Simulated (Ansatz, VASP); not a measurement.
SnTe in VASP and in Ansatz

```
Sn Te
1.0
     0.00000    3.58398    3.58398
     3.58398    0.00000    3.58398
     3.58398    3.58398    0.00000
Sn Te
1 1
Cartesian
  0.0000 0.0000 0.0000
  1.7920 1.7920 1.7920
```

Alike in both runs: task single point; functional r2SCAN; k mesh 4 × 4 × 4; occupations tetrahedron; no spin polarisation.

```csv
,VASP,Ansatz
version,VASP 6.6.1,Ansatz 0.2.0
potentials or method,"VASP PAW PBE potentials, release 64 (Sn_d, Te)",plane waves
plane-wave cutoff (eV),520,500
valence electrons in the cell,20,30
```

```csv
,VASP,Ansatz,Ansatz less VASP
pressure (GPa),-0.1,-0.1,+0.01
```

VASP's potentials were made for PBE, not for r2SCAN. VASP's potentials hold 20 valence electrons a cell and Ansatz's 30, so a difference there can come from the potentials and not from the codes. Ansatz's warnings: band table not solved further, tetrahedron derivatives may miss energy slope.

The k mesh is coarse, so the values compare programs but aren't converged. Neither program's run includes spin-orbit coupling.
